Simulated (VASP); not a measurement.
# CsLiCr2Te2S3 (Cm) in VASP: single point with r2SCAN+D4

Aim: the single point of CsLiCr2Te2S3 with r2SCAN+D4.

All numbers are computed with VASP 6.6.1; they aren't measurements. Logs are shortened: lines on timing, memory, paths and dates and some standing lists are left out, and cuts for length are marked.

### 1 The cell of the first run

It takes space group Cm (No. 8, monoclinic). Conventional cell: a = 6.832 Å, b = 10.388 Å, c = 7.627 Å, α = 90.00°, β = 111.74°, γ = 90.00°. Cs (site symmetry m) has 6 S at 3.51 to 4.26 Å and 2 Li at 3.84 to 4.34 Å and 6 Te at 4.11 to 4.28 Å and 6 Cr at 4.47 to 4.54 Å within 4.6 Å. Within 3.2 Å of Li (site symmetry m) lie 3 S at 2.41 to 2.53 Å and 2 Te at 3.01 Å and 2 Cr at 3.07 Å. Cr (site symmetry 1) has 3 S at 2.21 to 2.26 Å and 1 Te at 2.53 Å within 2.9 Å. Te (site symmetry 1) has 1 Cr at 2.53 Å and 1 Li at 3.01 Å and 1 Te at 3.16 Å within 3.3 Å. Within 3.0 Å of S (site symmetry 1) lie 2 Cr at 2.24 to 2.26 Å and 1 Li at 2.53 Å. Within 2.9 Å of S (site symmetry m) lie 2 Cr at 2.21 Å and 1 Li at 2.41 Å.

### 2 Single point, r2SCAN+D4, collinear spin, ferromagnetic start

The input, POSCAR:

```
CsLiCr2Te2S3
1.0
    3.4158654615     -5.1939568477      0.0211858206
    3.4158654615      5.1939568477      0.0211858206
   -2.8694070141      0.0000000000      7.0665474674
Cs Li Cr Te S
1 1 2 2 3
Direct
    0.0963631679      0.0963631679     -0.0008433376
    0.5879376290      0.5879376290      0.5584027680
    0.0610869547      0.4733693223      0.5608643568
    0.4733693223      0.0610869547      0.5608643568
    0.5525277661      0.8566740852      0.2759550301
    0.8566740852      0.5525277661      0.2759550301
    0.8179537489      0.4085648582      0.7450216158
    0.4085648582      0.8179537489      0.7450216158
    0.2129724676      0.2129724676      0.4877985640
```

The input, INCAR.step1:

```
SYSTEM = CsLiCr2Te2S3
PREC = Accurate
ENCUT = 830
ISMEAR = -1
SIGMA = 0.05
LREAL = .False.
LASPH = .True.
NELM = 200
ISPIN = 2
MAGMOM = 0 0 3 3 0 0 0 0 0
LMAXMIX = 4
NBANDS = 47
GGA = PE
ALGO = Normal
EDIFF = 1E-5
LWAVE = .True.
LCHARG = .False.
GGA_COMPAT = .False.
KPAR = 4
```

The input, INCAR.step2:

```
SYSTEM = CsLiCr2Te2S3
PREC = Accurate
ENCUT = 830
EDIFF = 1E-6
ISMEAR = -1
SIGMA = 0.05
LREAL = .False.
LASPH = .True.
NELM = 200
ALGO = Normal
ISIF = 2
LWAVE = .False.
LCHARG = .False.
ISPIN = 2
MAGMOM = 0 0 3 3 0 0 0 0 0
LORBIT = 11
LMAXMIX = 4
METAGGA = R2SCAN
LMIXTAU = .True.
IVDW = 13
VDW_S6 = 1.0
VDW_S8 = 0.6018749
VDW_A1 = 0.51559235
VDW_A2 = 5.77342911
NBANDS = 47
ISTART = 1
GGA_COMPAT = .False.
KPAR = 4
```

The input, KPOINTS:

```
Automatic mesh
0
Gamma
  4 4 3
  0 0 0
```

Potentials or basis: VASP PAW PBE potentials, release 64 (Cs_sv, Li_sv, Cr_pv, Te, S).

On the command line:

```sh
cat potpaw_PBE.64/Cs_sv/POTCAR potpaw_PBE.64/Li_sv/POTCAR potpaw_PBE.64/Cr_pv/POTCAR potpaw_PBE.64/Te/POTCAR potpaw_PBE.64/S/POTCAR > POTCAR
cp INCAR.step1 INCAR
mpirun -np 4 vasp_std > vasp.out
cp INCAR.step2 INCAR
mpirun -np 4 vasp_std > vasp.out
```

OUTCAR:

```text
SYSTEM = CsLiCr2Te2S3
   PREC = Accurate
   ENCUT = 830
   EDIFF = 1E-6
   ISMEAR = -1
   LREAL = .False.
   LASPH = .True.
   NELM = 200
   ISIF = 2
   ISPIN = 2
   LORBIT = 11
   METAGGA = R2SCAN
   IVDW = 13
   ISTART = 1

 ion  position               nearest neighbor table
   1  0.096  0.096  0.999-
   2  0.588  0.588  0.558-   9 2.41   8 2.53   7 2.53   6 3.01   5 3.01
   3  0.061  0.473  0.561-   9 2.21   7 2.24   8 2.26   6 2.53
   4  0.473  0.061  0.561-   9 2.21   8 2.24   7 2.26   5 2.53
   5  0.553  0.857  0.276-   4 2.53   2 3.01   6 3.16
   6  0.857  0.553  0.276-   3 2.53   2 3.01   5 3.16
   7  0.818  0.409  0.745-   3 2.24   4 2.26   2 2.53
   8  0.409  0.818  0.745-   4 2.24   3 2.26   2 2.53
   9  0.213  0.213  0.488-   3 2.21   4 2.21   2 2.41

  LATTYP: Found a base centered monoclinic cell.
 ALAT       =     6.8318623201
 B/A-ratio  =     1.5205098125
 C/A-ratio  =     1.1163718957
 COS(beta)  =    -0.3704683411

  Lattice vectors:

 A1 = (   3.4158654615,  -5.1939568477,   0.0211858206)
 A2 = (   3.4158654615,   5.1939568477,   0.0211858206)
 A3 = (  -2.8694070141,   0.0000000000,   7.0665474674)

Analysis of symmetry for initial positions (statically):
=====================================================================
 Subroutine PRICEL returns:
 Original cell was already a primitive cell.

 Routine SETGRP: Setting up the symmetry group for a
 base centered monoclinic supercell.

 Subroutine GETGRP returns: Found  2 space group operations
 (whereof  2 operations were pure point group operations)
 out of a pool of  4 trial point group operations.

The static configuration has the point symmetry C_1h.

Analysis of symmetry for dynamics (positions and initial velocities):
=====================================================================
 Subroutine PRICEL returns:
 Original cell was already a primitive cell.

 Routine SETGRP: Setting up the symmetry group for a
 base centered monoclinic supercell.

 Subroutine GETGRP returns: Found  2 space group operations
 (whereof  2 operations were pure point group operations)
 out of a pool of  4 trial point group operations.

The dynamic configuration has the point symmetry C_1h.

[... 157 lines left out ...]

 Free energy of the ion-electron system (eV)
  ---------------------------------------------------
  ext. energy  EPLUGINS =         0.00000000
  ---------------------------------------------------
  free energy    TOTEN  =      -139.14807682 eV

  energy without entropy =     -139.11560605  energy(sigma->0) =     -139.13184144

 E-fermi :   3.2479     XC(G=0):  -9.0161

 val. band max:        3.2443341188   @ k =   0.5000   0.2500   0.0000
 cond. band min:       3.2488983282   @ k =   0.2500   0.0000   0.3333
 fundamental gap:      0.0045642094
 Fermi energy:         3.2479270912

 spin component 1

 k-point     1 :       0.0000    0.0000    0.0000
  band No.  band energies     occupation
      1     -44.2128      1.00000
      2     -43.1076      1.00000
      3     -43.1061      1.00000
      4     -43.0841      1.00000
      5     -43.0720      1.00000
      6     -43.0213      1.00000
[... 805 lines left out ...]
     44       7.5779      0.00000
     45       8.3339      0.00000
 Fermi energy:         3.2479270912

 spin component 2

 k-point     1 :       0.0000    0.0000    0.0000
  band No.  band energies     occupation
      1     -44.2135      1.00000
      2     -39.6061      1.00000
      3     -39.6055      1.00000
      4     -39.5781      1.00000
      5     -39.5741      1.00000
      6     -39.5360      1.00000
[... 805 lines left out ...]
     44       8.6537      0.00000
     45       9.0267      0.00000
 [bands above 45 left out]

------------------------ aborting loop because EDIFF is reached ----------------------------------------

  DFT-D4 for vdW energy calculation

  Edisp (eV):   -0.87379

  FORCE on cell =-STRESS in cart. coord.  units (eV):
  Direction    XX          YY          ZZ          XY          YZ          ZX
  --------------------------------------------------------------------------------------
  -------------------------------------------------------------------------------------
  Total       0.01183    -0.02790     0.00953     0.00000     0.00000     0.01950
  in kB       0.07541    -0.17782     0.06073     0.00000     0.00000     0.12428
  external pressure =       -0.01 kB  Pullay stress =        0.00 kB

 VOLUME and BASIS-vectors are now :
 -----------------------------------------------------------------------------
  energy-cutoff  :      830.00
  volume of cell :      251.38
      direct lattice vectors                 reciprocal lattice vectors
     3.415865462 -5.193956848  0.021185821     0.146008078 -0.096265721  0.059287312
     3.415865462  5.193956848  0.021185821     0.146008078  0.096265721  0.059287312
    -2.869407014  0.000000000  7.066547467    -0.000875477  0.000000000  0.141156329

 POSITION                                       TOTAL-FORCE (eV/Angst)
 -----------------------------------------------------------------------------------
     -2.20866      0.00000      7.06467        -0.000870      0.000000     -0.007953
      2.41435      0.00000      3.97089         0.002716      0.000000      0.012019
      0.21628      2.14138      3.97470         0.007118      0.005406      0.000752
      0.21628     -2.14138      3.97470         0.007118     -0.005406      0.000752
      4.02182      1.57972      1.97990        -0.004270      0.004671     -0.003059
      4.02182     -1.57972      1.97990        -0.004270     -0.004671     -0.003059
      2.05185     -2.12635      5.29072        -0.001922      0.008188      0.002869
      2.05185      2.12635      5.29072        -0.001922     -0.008188      0.002869
      0.05528      0.00000      3.45608        -0.003697      0.000000     -0.005192
 -----------------------------------------------------------------------------------
    total drift:                                0.008612     -0.000000      0.016124

  FREE ENERGIE OF THE ION-ELECTRON SYSTEM (eV)
  ---------------------------------------------------
  free  energy   TOTEN  =      -140.0218661365 eV

  energy  without entropy=     -139.9893953696  energy(sigma->0) =     -140.00563075

 total charge

# of ion       s       p       d       tot
------------------------------------------
    1        1.844   4.712   0.027   6.583
    2        2.012   0.015   0.000   2.027
    3        0.518   6.279   4.130  10.927
    4        0.518   6.279   4.130  10.927
    5        1.394   1.993   0.027   3.414
    6        1.394   1.993   0.027   3.414
    7        1.331   2.424   0.000   3.755
    8        1.331   2.424   0.000   3.755
    9        1.332   2.452   0.000   3.783
--------------------------------------------------
tot         11.672  28.572   8.341  48.585

 magnetization (x)

# of ion       s       p       d       tot
------------------------------------------
    1       -0.000  -0.004  -0.000  -0.004
    2        0.001   0.000   0.000   0.001
    3        0.082   0.022   2.592   2.697
    4        0.082   0.022   2.592   2.697
    5       -0.018  -0.320   0.002  -0.335
    6       -0.018  -0.320   0.002  -0.335
    7       -0.005  -0.128   0.000  -0.133
    8       -0.005  -0.128   0.000  -0.133
    9       -0.001  -0.131   0.000  -0.133
--------------------------------------------------
tot          0.118  -0.985   5.189   4.321
```

OUTCAR.step1:

```text
SYSTEM = CsLiCr2Te2S3
   PREC = Accurate
   ENCUT = 830
   ISMEAR = -1
   LREAL = .False.
   LASPH = .True.
[... 1894 lines left out ...]
      2.05185     -2.12635      5.29072        -0.025085     -0.048201     -0.086084
      2.05185      2.12635      5.29072        -0.025085      0.048201     -0.086084
      0.05528      0.00000      3.45608        -0.039617      0.000000      0.026268
 -----------------------------------------------------------------------------------
    total drift:                                0.000340     -0.000000      0.000415

  FREE ENERGIE OF THE ION-ELECTRON SYSTEM (eV)
  ---------------------------------------------------
  free  energy   TOTEN  =       -45.7466565974 eV

  energy  without entropy=      -45.7142540045  energy(sigma->0) =      -45.73045530
```

It took 10 min on 4 MPI ranks of Intel Xeon 6975P-C (Granite Rapids), shared host; peak memory 1.3 GiB.

Results:

* Free energy: -140.0219 eV
* Pressure: 0.0 GPa
* Largest force: 0.012 eV/Å
* Net moment: 4.10 μB per cell
* Site moments: Cs -0.00; Li +0.00; Cr +2.70; Te -0.34; S -0.13 μB
* Valence electrons inside the program's atomic spheres: Cs 6.58; Li 2.03; Cr 10.93; Te 3.41; S 3.75, 3.78
* Dispersion energy per atom: -0.097 eV

Forces in eV/Å, atoms in the order of the input:
```
Cs  -0.001  0.000 -0.008
Li   0.003  0.000  0.012
Cr   0.007  0.005  0.001
Cr   0.007 -0.005  0.001
Te  -0.004  0.005 -0.003
Te  -0.004 -0.005 -0.003
S   -0.002  0.008  0.003
S   -0.002 -0.008  0.003
S   -0.004  0.000 -0.005
```

Levels at points of the mesh, in eV from the Fermi level:
Spin up:
```tsv
k point	band 33	band 34	band 35	band 36	band 37	band 38
(0.00, 0.00, 0.00)	-1.04	-0.60	-0.34	-0.30	0.39	0.83
(0.50, 0.00, 0.00)	-0.91	-0.40	-0.01	0.34	0.44	0.77
(0.50, 0.50, 0.00)	-0.67	-0.61	-0.23	0.59	0.65	0.97
```
Spin down:
```tsv
k point	band 27	band 28	band 29	band 30	band 31	band 32	band 33	band 34	band 35	band 36
(0.00, 0.00, 0.00)	-2.18	-1.91	-1.57	-0.71	-0.52	1.36	1.48	1.78	1.90	2.15
(0.50, 0.00, 0.00)	-2.15	-1.62	-1.47	-0.98	-0.08	1.37	1.41	1.74	1.87	2.14
(0.50, 0.50, 0.00)	-2.09	-1.67	-1.46	-0.60	-0.22	1.50	1.55	1.87	1.93	2.11
```

Caveat: the PAW data sets were made with another functional, which shifts forces and pressure a little; spin-orbit coupling is left out, which moves the levels of the heavy elements; only a ferromagnetic start was run, and an antiferromagnetic order may lie lower in energy; pairwise dispersion overbinds metals, which lowers pressure and volume. With open d or f shells a metallic result of r2SCAN can be an artefact of self-interaction; +U or a hybrid may open a gap.
